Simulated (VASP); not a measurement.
Fe4Si, 5 atoms in the cell. It takes space group P-6m2 (No. 187, hexagonal). The conventional cell has a = 3.922 Å, b = 3.922 Å, c = 4.777 Å, α = 90.00°, β = 90.00°, γ = 120.00°. Fe (site symmetry -6m2) has 3 Si at 2.26 Å and 8 Fe at 2.39 to 2.57 Å within 3.0 Å. Fe (site symmetry 3m) has 8 Fe at 2.34 to 2.57 Å and 3 Si at 2.57 Å within 3.1 Å. Fe (site symmetry -6m2) has 8 Fe at 2.39 to 2.55 Å and 6 Si at 3.29 Å within 3.3 Å. Within 3.0 Å of Si (site symmetry -6m2) lie 9 Fe at 2.26 to 2.57 Å. The cell was generated, and may not be a known phase.

* Program: VASP 6.6.1
* Task: single point
* Functional: PBE
* Potentials or basis: VASP PAW PBE potentials, release 64 (Fe, Si)
* Cutoff: 520 eV
* k mesh: 12 × 12 × 8
* Occupations: gaussian, width 0.1 eV
* Spin: collinear spin, ferromagnetic start
* Starting moments: [2.34, 2.34, 2.34, 2.34, 0.0] μB
* Dipole correction: no
* Further INCAR settings: ALGO = Fast; EDIFF = 1e-06; NBANDS = 30

Potentials or basis: VASP PAW PBE potentials, release 64 (Fe, Si).

The run is started by

```sh
$ cat potpaw_PBE.64/Fe/POTCAR potpaw_PBE.64/Si/POTCAR > POTCAR
$ mpirun -np 1 vasp_std > vasp.out
```

Hardware: 1 thread of Intel Xeon 8259CL, on a shared host.

Question: How long does it take, and how much memory?

Answer: It took 14 min on 1 thread of Intel Xeon 8259CL, with other jobs on the host, peak memory 0.39 GiB. Counts: scf iterations 20, k points 95.
